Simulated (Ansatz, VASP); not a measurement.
**Zr in VASP and in Ansatz**

The input INCAR:

```
SYSTEM = Zr
  PREC = Accurate
  ENCUT = 520
  EDIFF = 1E-7
  ISMEAR = -1
  SIGMA = 0.1
  LREAL = .False.
  LASPH = .True.
  NELM = 100
  ALGO = Normal
  ISIF = 2
  LWAVE = .False.
  LCHARG = .False.
  GGA = RE
  NBANDS = 12
```

Contents of KPOINTS:

```
regular mesh
0
Gamma
  13 13 13
  0 0 0
```

Contents of POSCAR:

```
Zr
1.0
    0.0000000000      2.3656976431      2.3656976431
    2.3656976431      0.0000000000      2.3656976431
    2.3656976431      2.3656976431      0.0000000000
Zr
1
Direct
    0.0000000000      0.0000000000      0.0000000000
```

Input for Ansatz:

```yaml
crystal:
  lattice:
    - [0.0, 2.3656976431, 2.3656976431]
    - [2.3656976431, 0.0, 2.3656976431]
    - [2.3656976431, 2.3656976431, 0.0]
  atoms:
    - { symbol: Zr, position: [0.0, 0.0, 0.0] }
hamiltonian:
  xc: revpbe
  pseudopotentials:
    kind: paw
    azcp:
      Zr: "pseudopotentials/Zr.paw.azcp"
basis:
  ecutwfc: 420
  fft_grid_basis: typed
kpoints:
  mp_grid: { grid: [13, 13, 13], shift: [0, 0, 0] }
magnetization:
  spin_polarized: false
scf:
  occupations: { method: fermi_dirac, width: 0.1 }
  lower_state_search: "off"
output:
  stress: true
  write_density: true
  write_potential: true
  elf: true
  volumetric_format: npy
```

Alike in both runs: task single point; functional revPBE; k mesh 13 × 13 × 13; occupations fermi-dirac, width 0.1 eV; no spin polarisation.

|  | VASP | Ansatz |
| --- | --- | --- |
| version | VASP 6.6.1 | Ansatz 0.2.0 |
| potentials or method | VASP PAW PBE potentials, release 64 (Zr_sv), cutoff 520 eV | plane waves (420 eV) with PAW, scalar-relativistic |
| valence electrons in the cell | 12 | 12 |

```tsv
	VASP	Ansatz	Ansatz less VASP
pressure (GPa)	-8.0	-8.0	+0.01
```

VASP's potentials were made for PBE, not for revPBE.
